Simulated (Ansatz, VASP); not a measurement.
Mg7O: VASP beside Ansatz

```
Mg O
1.0
    -3.58579    3.58579    3.58579
     3.58579   -3.58579    3.58579
     3.58579    3.58579   -3.58579
Mg O
7 1
Direct
  0.00000 0.50000 0.50000
  0.50000 0.00000 0.50000
  0.50000 0.50000 0.00000
  0.32372 0.32372 0.32372
  0.00000 0.00000 0.67628
  0.00000 0.67628 0.00000
  0.67628 0.00000 0.00000
  0.00000 0.00000 0.00000
```

Alike in both runs: functional PBE; k mesh 4 × 4 × 4; occupations gaussian, width 0.1 eV; no spin polarisation.

Ansatz relaxed the structure, and its values are those at the end. VASP's run is a single point on that final structure, the one shown.

```csv
,VASP,Ansatz
version,VASP 6.6.1,Ansatz 0.2.0
potentials or method,"VASP PAW PBE potentials, release 64 (Mg, O), cutoff 520 eV","scalar-relativistic, plane waves, PAW"
valence electrons in the cell,20,76
```

```csv
,VASP,Ansatz,Ansatz less VASP
gap on the k mesh at the Fermi level (eV),none,none,-
pressure (GPa),0.2,0.3,+0.11
rms of the force components (eV/Å),0.004,0.001,-0.0026
```

A gap of «none» marks a metal or a gap that the smearing closes. The functional is the same, so the differences come from potentials, cutoffs and numerics. VASP's potentials hold 20 valence electrons a cell and Ansatz's 76, so a difference there can come from the potentials and not from the codes.
